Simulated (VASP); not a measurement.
Set up this calculation in VASP 6.6.1, as the native input.

```yaml
Task: electric field gradients
Functional: PBEsol
Potentials_or_basis: VASP PAW PBE potentials, release 64 (Ca_sv)
Cutoff: 520 eV
k_mesh: 11 × 11 × 11
Occupations: fermi-dirac, width 0.05 eV
Spin: no spin polarisation
Dipole_correction: no
Further_INCAR_settings: ALGO = Normal; EDIFF = 1e-08; NBANDS = 11
```

The structure of Ca lies in POSCAR:

```
Ca
1.0
    0.0000000000      2.7371595050      2.7371595050
    2.7371595050      0.0000000000      2.7371595050
    2.7371595050      2.7371595050      0.0000000000
Ca
1
Direct
    0.0000000000      0.0000000000      0.0000000000
```

The input as run:

INCAR

```
PREC = Accurate
ENCUT = 520
EDIFF = 1E-8
ISMEAR = -1
SIGMA = 0.05
LREAL = False
LASPH = True
NELM = 80
ALGO = Normal
ISIF = 2
LWAVE = False
LCHARG = False
GGA = PS
LEFG = True
NBANDS = 11
```

KPOINTS

```
Automatic mesh
0
Gamma
  11 11 11
```

Potentials or basis: VASP PAW PBE potentials, release 64 (Ca_sv).

Command:

```bash
$ cat potpaw_PBE.64/Ca_sv/POTCAR > POTCAR
$ mpirun -np 1 vasp_std > vasp.out
```

It gave:

- Pressure: -0.2 GPa
- Band gap on the k mesh: zero (bands 5 and 6 overlap by 0.24 eV)
- Largest electric field gradient by atom: under 0.05 V/Å² on every atom

Caveat: the PAW data sets were made with another functional, which shifts forces and pressure a little.

Run time: 26 s on 1 thread of Intel(R) Xeon(R) Platinum 8259CL CPU @ 2.50GHz (Skylake/Cascade Lake), with other jobs on the host, peak memory 0.17 GiB.
